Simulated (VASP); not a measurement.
A run of VASP 6.6.1 is set up as follows.

File INCAR:

```
ALGO = Normal ; EDIFF = 1E-7
EDIFFG = -0.005 ; ENCUT = 500
GGA = PS ; GGA_COMPAT = F
IBRION = 2 ; ISIF = 3
ISMEAR = -1 ; LASPH = T
LCHARG = F ; LREAL = F
LWAVE = F ; NELM = 120
NELMIN = 4 ; NSW = 80
PREC = Accurate ; SIGMA = 0.02
```

KPOINTS

```
k-points
0
Gamma
  8 8 8
```

Contents of POSCAR:

```
AgBr
1.0
    0.0000000000      2.9216612948      2.9216612948
    2.9216612948      0.0000000000      2.9216612948
    2.9216612948      2.9216612948      0.0000000000
Ag Br
1 1
Direct
    0.0000000000      0.0000000000      0.0000000000
    0.5000000000      0.5000000000      0.5000000000
```

Potentials or basis: VASP PAW PBE potentials, release 64 (Ag, Br).

The run is started by

```bash
$ cat potpaw_PBE.64/Ag/POTCAR potpaw_PBE.64/Br/POTCAR > POTCAR
$ mpirun -np 1 vasp_std > vasp.out
```

Problem. What does it give for the relaxed cell?

Solution. a = 4.011 Å, b = 4.011 Å, c = 4.011 Å, α = 60.00°, β = 60.00°, γ = 60.00°.

Problem. What does it give for the space group after relaxing (to 0.05 Å)?

Solution. Fm-3m (No. 225).

Problem. What does it give for the band gap on the k mesh?

Solution. 0.50 eV, indirect (least direct gap 2.58 eV).

Problem. Estimate the relaxed volume.

Solution. 22.82 Å³/atom.

The path:
| step | energy change (eV) | largest force (eV/Å) | pressure (GPa) | volume (Å³) |
| --- | --- | --- | --- | --- |
| 1 | 0.0000 | 0.0000 | -3.66 | 49.88 |
| 2 | -0.0532 | 0.0000 | -0.28 | 45.88 |
| 3 | -0.0534 | 0.0000 | -0.01 | 45.64 |

Caveat: the PAW data sets were made with another functional, which shifts forces and pressure a little. A k mesh can miss the band edges.
